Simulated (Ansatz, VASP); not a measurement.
Given: the input of a run of VASP 6.6.1 on Re.

File INCAR:

```
SYSTEM = Re
PREC = Accurate
ENCUT = 600
EDIFF = 1E-6
ISMEAR = -1
SIGMA = 0.05
LREAL = .FALSE.
LASPH = .TRUE.
NELM = 60
ALGO = Normal
ISIF = 3
LWAVE = .FALSE.
LCHARG = .FALSE.
GGA = RE
IVDW = 13
IBRION = 2
NSW = 60
EDIFFG = -0.01
```

Contents of KPOINTS:

```
regular mesh
0
G
  11 11 6
  0 0 0
```

Contents of POSCAR:

```
Re
1.0
    2.7608000000      0.0000000000      0.0000000000
   -1.3804000000      2.3909229348      0.0000000000
    0.0000000000      0.0000000000      4.4582000000
Re
2
Direct
    0.6666666667      0.3333333333      0.7500000000
    0.3333333333      0.6666666667      0.2500000000
```

Potentials or basis: VASP PAW PBE potentials, release 64 (Re).

Launch:

```console
$ cat potpaw_PBE.64/Re/POTCAR > POTCAR
$ mpirun -np 1 vasp_std > vasp.out
```

Task: Translate it to Ansatz 0.2.0. Potentials there: Ansatz PAW.

Result: As run (the cutoff follows the program's own potentials):

input.yaml

```yaml
crystal:
  lattice:
    - [2.7608, 0.0, 0.0]
    - [-1.3804, 2.3909229348, 0.0]
    - [0.0, 0.0, 4.4582]
  atoms:
    - { symbol: Re, position: [0.6666666667, 0.3333333333, 0.75] }
    - { symbol: Re, position: [0.3333333333, 0.6666666667, 0.25] }
hamiltonian:
  xc: revpbe
  pseudopotentials: { kind: paw }
  dispersion: d4
kpoints:
  mp_grid: { grid: [11, 11, 6] }
scf:
  occupations: { method: fermi_dirac, width: 0.05 }
output:
  forces: true
  stress: true
relax:
  f_tol: 0.01
  max_steps: 40
  cell: { stress_tol: 0.05 }
```

Potentials or basis: Ansatz PAW.

Launch:

```console
$ ansatz run input.yaml --threads 2 --pin off --max-ram 5632MiB --backend cpu --events-out ev --progress --plain --runs-dir out
```

Both were run:

|  | VASP | Ansatz | Ansatz less VASP |
| --- | --- | --- | --- |
| relaxed volume (Å³/atom) | 14.63 | 14.64 | +0.014 |
| relaxed length of the cell vector where the two differ most in proportion (Å) | 4.450 | 4.454 | +0.0037 |

VASP's potentials were made for PBE, not for revPBE. VASP's potentials hold 14 valence electrons a cell and Ansatz's 30, so a difference there can come from the potentials and not from the codes.

Neither program's run includes spin-orbit coupling. Noted on Ansatz's run: the plane-wave basis is chosen anew once the cell has moved, so the energies of steps on either side of that aren't comparable.
